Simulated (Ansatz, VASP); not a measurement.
**One calculation of Ca, two programs**

```
Ca
1.0
     0.00000    2.79420    2.79420
     2.72435    0.00000    2.79420
     2.72435    2.79420    0.00000
Ca
1
Direct
  0.00000 0.00000 0.00000
```

Change from the starting cell: strain -0.0250 x Voigt [1, 0, 0, 0, 0, 0], atoms carried along.

Alike in both runs: task single point; functional PBE; k mesh 14 × 14 × 14; occupations gaussian, width 0.15 eV; no spin polarisation.

```csv
,VASP,Ansatz
version,VASP 6.6.1,Ansatz 0.2.0
potentials or method,"VASP PAW PBE potentials, release 64 (Ca_sv), cutoff 520 eV","scalar-relativistic, plane waves, PAW"
valence electrons in the cell,10,10
```

```csv
,VASP,Ansatz,Ansatz less VASP
gap on the k mesh at the Fermi level (eV),none,none,-
pressure (GPa),-0.1,-0.1,0.00
"traceless stress, the component that is largest in VASP (GPa)",0.11,0.11,0.000
```

A gap of «none» marks a metal or a gap that the smearing closes. The functional is the same, so the differences come from potentials, cutoffs and numerics.
